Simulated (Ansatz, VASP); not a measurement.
# WC in VASP and in Ansatz

```xyz
2
Lattice="2.8908 0.0000 0.0000 -1.4454 2.5035 0.0000 0.0000 0.0000 2.8195" Properties=species:S:1:pos:R:3 pbc="T T T"
W     0.0000    0.0000    0.0000
C     1.4454    0.8345    1.4098
```

Change from the starting cell: volume scaled by 0.99, PAW files.

Alike in both runs: task electric field gradients; functional PBEsol; k mesh 14 × 14 × 13; occupations fermi-dirac, width 0.05 eV; no spin polarisation.

```csv
,VASP,Ansatz
version,VASP 6.6.1,Ansatz 0.2.0
potentials or method,"VASP PAW PBE potentials, release 64 (W_sv, C_h)","PAW with Ansatz's default frozen-core files, scalar-relativistic"
plane-wave cutoff (eV),910,420
valence electrons in the cell,18,18
```

Ansatz gave:

* size of Vzz on the site where it differs most (V/Å²): 141.6

Problem. Which values does VASP return?

Solution. Size of Vzz on the site where it differs most (V/Å²): 146.1.

VASP's potentials were made for PBE, not for PBEsol.

Neither program's run includes spin-orbit coupling. Noted on VASP's run: the cutoff is short for stress, so the pressure is rough.
